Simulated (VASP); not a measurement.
# CdAgF4 (P4/mmm) in VASP: relaxation of cell and atoms with PBE

Aim: the relaxation of cell and atoms of CdAgF4 with PBE.

All numbers are computed with VASP 6.6.1; they aren't measurements. Logs are shortened: lines on timing, memory, paths and dates and some standing lists are left out, and cuts for length are marked.

## Step 1: The cell of the first run

It takes space group P4/mmm (No. 123, tetragonal). Conventional cell: a = 3.883 Å, b = 3.883 Å, c = 5.449 Å, α = 90.00°, β = 90.00°, γ = 90.00°. Within 3.1 Å of Cd (site symmetry 4/mmm) lie 8 F at 2.37 Å. Within 3.1 Å of Ag (site symmetry 4/mmm) lie 8 F at 2.37 Å. Within 3.1 Å of F (site symmetry 2mm) lie 2 Cd at 2.37 Å and 2 Ag at 2.37 Å and 6 F at 2.72 to 2.75 Å.

The cell was generated, and may not be a known phase.

## Step 2: Relaxation of cell and atoms, PBE, collinear spin

Contents of INCAR:

```
SYSTEM = CdAgF4
PREC     = Accurate       ! precision mode
ENCUT    = 600            ! plane-wave cutoff, eV
EDIFF    = 1E-7           ! SCF threshold, eV
ISMEAR   = 0              ! smearing method
SIGMA    = 0.1            ! smearing width, eV
LREAL    = .False.        ! projectors in reciprocal space
LASPH    = .True.         ! aspherical terms in the spheres
NELM     = 200            ! most SCF steps
ALGO     = Normal         ! electronic algorithm
ISIF     = 3              ! what is computed and relaxed
LWAVE    = .False.        ! write WAVECAR
LCHARG   = .False.        ! write CHGCAR
ISPIN    = 2              ! spin polarisation
MAGMOM   = 0 0.59 0 0 0 0 ! initial moments
LORBIT   = 11             ! projections on sites
LMAXMIX  = 4              ! l up to which the mixer works
GGA      = PE             ! functional
IBRION   = 2              ! ionic algorithm
NSW      = 100            ! ionic steps
EDIFFG   = -0.01          ! ionic threshold
GGA_COMPAT= .False.      
NELMIN   = 4            
KPAR     = 4
```

Contents of KPOINTS:

```
regular mesh
0
Gamma
  10 10 8
  0 0 0
```

Contents of POSCAR:

```
CdAgF4
1.0
    3.8834268723      0.0000000000      0.0000000000
    0.0000000000      3.8834268723      0.0000000000
    0.0000000000      0.0000000000      5.4491699221
Cd Ag F
1 1 4
Direct
    0.0000000000      0.0000000000      0.0000000000
    0.5000000000      0.5000000000      0.5000000000
    0.5000000000      0.0000000000      0.7504133792
    0.0000000000      0.5000000000      0.2495866208
    0.5000000000      0.0000000000      0.2495866208
    0.0000000000      0.5000000000      0.7504133792
```

Potentials or basis: VASP PAW PBE potentials, release 64 (Cd, Ag, F).

On the command line:

```sh
> cat potpaw_PBE.64/Cd/POTCAR potpaw_PBE.64/Ag/POTCAR potpaw_PBE.64/F/POTCAR > POTCAR
> mpirun -np 4 vasp_std > vasp.out
```

OUTCAR:

```text
SYSTEM = CdAgF4
   PREC = Accurate
   ENCUT = 600
   EDIFF = 1E-7
   ISMEAR = 0
   LREAL = .False.
   LASPH = .True.
   NELM = 200
   ISIF = 3
   ISPIN = 2
   LORBIT = 11
   GGA = PE
   IBRION = 2
   NSW = 100
   EDIFFG = -0.01
   NELMIN = 4

 ion  position               nearest neighbor table
   1  0.000  0.000  0.000-   3 2.37   4 2.37   5 2.37   6 2.37   4 2.37   6 2.37   3 2.37   5 2.37

   2  0.500  0.500  0.500-   3 2.37   4 2.37   5 2.37   6 2.37   3 2.37   5 2.37   4 2.37   6 2.37

   3  0.500  0.000  0.750-   1 2.37   1 2.37   2 2.37   2 2.37
   4  0.000  0.500  0.250-   1 2.37   1 2.37   2 2.37   2 2.37
   5  0.500  0.000  0.250-   1 2.37   1 2.37   2 2.37   2 2.37
   6  0.000  0.500  0.750-   1 2.37   1 2.37   2 2.37   2 2.37

  LATTYP: Found a simple tetragonal cell.
 ALAT       =     3.8834268723
 C/A-ratio  =     1.4031859235

  Lattice vectors:

 A1 = (   3.8834268723,   0.0000000000,   0.0000000000)
 A2 = (   0.0000000000,   3.8834268723,   0.0000000000)
 A3 = (   0.0000000000,   0.0000000000,   5.4491699221)

Analysis of symmetry for initial positions (statically):
=====================================================================
 Subroutine PRICEL returns:
 Original cell was already a primitive cell.

 Routine SETGRP: Setting up the symmetry group for a
 simple tetragonal supercell.

 Subroutine GETGRP returns: Found 16 space group operations
 (whereof 16 operations were pure point group operations)
 out of a pool of 16 trial point group operations.

The static configuration has the point symmetry D_4h.

Analysis of symmetry for dynamics (positions and initial velocities):
=====================================================================
 Subroutine PRICEL returns:
 Original cell was already a primitive cell.

 Routine SETGRP: Setting up the symmetry group for a
 simple tetragonal supercell.

 Subroutine GETGRP returns: Found 16 space group operations
 (whereof 16 operations were pure point group operations)
 out of a pool of 16 trial point group operations.

The dynamic configuration has the point symmetry D_4h.

Analysis of structural, dynamic, and magnetic symmetry:
=====================================================================
 Subroutine PRICEL returns:
 Original cell was already a primitive cell.

 Routine SETGRP: Setting up the symmetry group for a
[... 131 lines left out ...]
   IALGO  =     38    algorithm
   IMIX   =      4    mixing-type and parameters
     AMIX     =   0.40;   BMIX     =  1.00
     AMIX_MAG =   1.60;   BMIX_MAG =  1.00
  volume/ion in A,a.u.               =      13.70        92.43
  Fermi-wavevector in a.u.,A,eV,Ry     =   1.396405  2.638823 26.530633  1.949947
  Thomas-Fermi vector in A             =   2.519762
   LORBIT       =     11    0 simple, 1 ext, 2 COOP (PROOUT), +10 PAW based schemes
   GGA     = PE    functional components
   LHFCALC =     F    Hartree Fock is set to
   AEXX    =    0.0000 exact exchange contribution
   IVDW    =     0    specifies the selected vdW correction
   LEPSILON=     F    determine dielectric tensor
   LRPA    =     F    only Hartree local field effects (RPA)
 conjugate gradient relaxation of ions
 spin polarized calculation
 Gauss-broadening in eV      SIGMA  =   0.10
  energy-cutoff  :      600.00
  volume of cell :       82.18
 maximum number of plane-waves:      2766
 NGX is ok and might be reduce to    32
   NGX = 15   NGY = 15   NGZ = 21

--------------------------------------- Ionic step        1  -------------------------------------------

 number of electron      50.9999954 magnetization       0.9999940

 Free energy of the ion-electron system (eV)
  ---------------------------------------------------
  ext. energy  EPLUGINS =         0.00000000
  ---------------------------------------------------
  free energy    TOTEN  =       -20.17262499 eV

  energy without entropy =      -20.14884407  energy(sigma->0) =      -20.16073453

------------------------ aborting loop because EDIFF is reached ----------------------------------------

  FORCE on cell =-STRESS in cart. coord.  units (eV):
  Direction    XX          YY          ZZ          XY          YZ          ZX
  --------------------------------------------------------------------------------------
  -------------------------------------------------------------------------------------
  Total        0.0615320      0.0615320      0.0660448      0.0000000      0.0000000      0.0000000
  in kB        1.1996408      1.1996408      1.2876227      0.0000000      0.0000000      0.0000000
  external PRESSURE =       1.2289681 kB  Pullay stress =       0.0000000 kB
[... 147 lines left out ...]
--------------------------------------- Ionic step        5  -------------------------------------------

 number of electron      50.9999955 magnetization       0.9999892

 Free energy of the ion-electron system (eV)
  ---------------------------------------------------
  ext. energy  EPLUGINS =         0.00000000
  ---------------------------------------------------
  free energy    TOTEN  =       -20.17294419 eV

  energy without entropy =      -20.14931241  energy(sigma->0) =      -20.16112830

 E-fermi :   0.2395     XC(G=0): -10.1422

 val. band max:        0.2336189041   @ k =   0.1000   0.1000   0.3750
 cond. band min:       0.2396011454   @ k =   0.2000   0.1000   0.5000
 fundamental gap:      0.0059822413
 Fermi energy:         0.2394729507

 spin component 1

 k-point     1 :       0.0000    0.0000    0.0000
  band No.  band energies     occupation
      1     -21.4130      1.00000
      2     -21.0133      1.00000
      3     -20.8032      1.00000
      4     -20.4865      1.00000
      5      -5.9747      1.00000
      6      -5.9747      1.00000
[... 781 lines left out ...]
     29       9.5254      0.00000
     30      10.8974      0.00000

 [... further k-points ...]

 spin component 2

 k-point     1 :       0.0000    0.0000    0.0000
  band No.  band energies     occupation
      1     -21.2188      1.00000
      2     -20.8113      1.00000
      3     -20.5985      1.00000
      4     -20.2761      1.00000
      5      -5.9424      1.00000
      6      -5.9424      1.00000
[... 816 lines left out ...]
  FREE ENERGIE OF THE ION-ELECTRON SYSTEM (eV)
  ---------------------------------------------------
  free  energy   TOTEN  =       -20.1729441915 eV

  energy  without entropy=      -20.1493124072  energy(sigma->0) =      -20.16112830

 reached required accuracy - stopping structural energy minimisation

 total charge

# of ion       s       p       d       tot
------------------------------------------
    1        0.223   0.177   9.677  10.077
    2        0.189   0.180   9.055   9.423
    3        1.738   4.299   0.000   6.037
    4        1.738   4.299   0.000   6.037
    5        1.738   4.299   0.000   6.037
    6        1.738   4.299   0.000   6.037
--------------------------------------------------
tot          7.364  17.554  18.732  43.650

 magnetization (x)

# of ion       s       p       d       tot
------------------------------------------
    1       -0.003  -0.002   0.004  -0.001
    2       -0.003  -0.003   0.551   0.545
    3        0.001   0.108   0.000   0.108
    4        0.001   0.108   0.000   0.108
    5        0.001   0.108   0.000   0.108
    6        0.001   0.108   0.000   0.108
--------------------------------------------------
tot         -0.003   0.426   0.554   0.977
```

CONTCAR:

```text
CdAgF4
   1.00000000000000
     3.8851580227921483    0.0000000000000000    0.0000000000000000
     0.0000000000000000    3.8851580227921483   -0.0000000000000000
     0.0000000000000000    0.0000000000000000    5.4518082132659087
  Cd              Ag              F
     1     1     4
Direct
     1.0000000000000000    1.0000000000000000    1.0000000000000000
     0.5000000000000000    0.5000000000000000    0.5000000000000000
     0.5000000000000000    0.0000000000000000    0.7497193558203560
     1.0000000000000000    0.5000000000000000    0.2502806441796439
     0.5000000000000000    1.0000000000000000    0.2502806441796439
     0.0000000000000000    0.5000000000000000    0.7497193558203560

  0.00000000E+00  0.00000000E+00  0.00000000E+00
  0.00000000E+00  0.00000000E+00  0.00000000E+00
  0.00000000E+00  0.00000000E+00  0.00000000E+00
  0.00000000E+00  0.00000000E+00  0.00000000E+00
  0.00000000E+00  0.00000000E+00  0.00000000E+00
  0.00000000E+00  0.00000000E+00  0.00000000E+00
```

Wall time 11 min (4 MPI ranks of Intel Xeon Platinum 8488C (Sapphire Rapids), shared host); peak memory 0.61 GiB.

Results:

* Free energy: -20.1729 eV
* Relaxed volume: 13.72 Å³/atom
* Relaxed cell: a = 3.885 Å, b = 3.885 Å, c = 5.452 Å, α = 90.00°, β = 90.00°, γ = 90.00°
* Space group after relaxing (to 0.1 Å): P4/mmm (No. 123)
* Energy gained by relaxing: 0.1 meV/atom
* Ionic steps: 5
* Pressure after relaxing: 0.0 GPa
* Band gap on the k mesh: zero (filled and empty bands overlap)
* Net moment: 1.00 μB per cell
* Site moments: Cd -0.00; Ag +0.55; F +0.11 μB
* Valence electrons inside the program's atomic spheres: Cd 10.08; Ag 9.42; F 6.04

The path:
| step | energy change (eV) | largest force (eV/Å) | pressure (GPa) | volume (Å³) |
| --- | --- | --- | --- | --- |
| 1 | 0.0000 | 0.0362 | 0.12 | 82.18 |
| 2 | -0.0002 | 0.0195 | -0.02 | 82.30 |
| 3 | -0.0003 | 0.0081 | -0.12 | 82.39 |
| 4 | -0.0003 | 0.0108 | -0.10 | 82.37 |
| 5 | -0.0003 | 0.0018 | -0.03 | 82.29 |

Final structure:
```cif
data_structure
_symmetry_space_group_name_H-M 'P 1'
_symmetry_Int_Tables_number 1
_cell_length_a 3.8852
_cell_length_b 3.8852
_cell_length_c 5.4518
_cell_angle_alpha 90.000
_cell_angle_beta 90.000
_cell_angle_gamma 90.000
_cell_volume 82.29
loop_
_atom_site_label
_atom_site_type_symbol
_atom_site_fract_x
_atom_site_fract_y
_atom_site_fract_z
_atom_site_occupancy
Cd1 Cd 0.00000 0.00000 0.00000 1
Ag1 Ag 0.50000 0.50000 0.50000 1
F1 F 0.50000 0.00000 0.74972 1
F2 F 0.00000 0.50000 0.25028 1
F3 F 0.50000 0.00000 0.25028 1
F4 F 0.00000 0.50000 0.74972 1
```
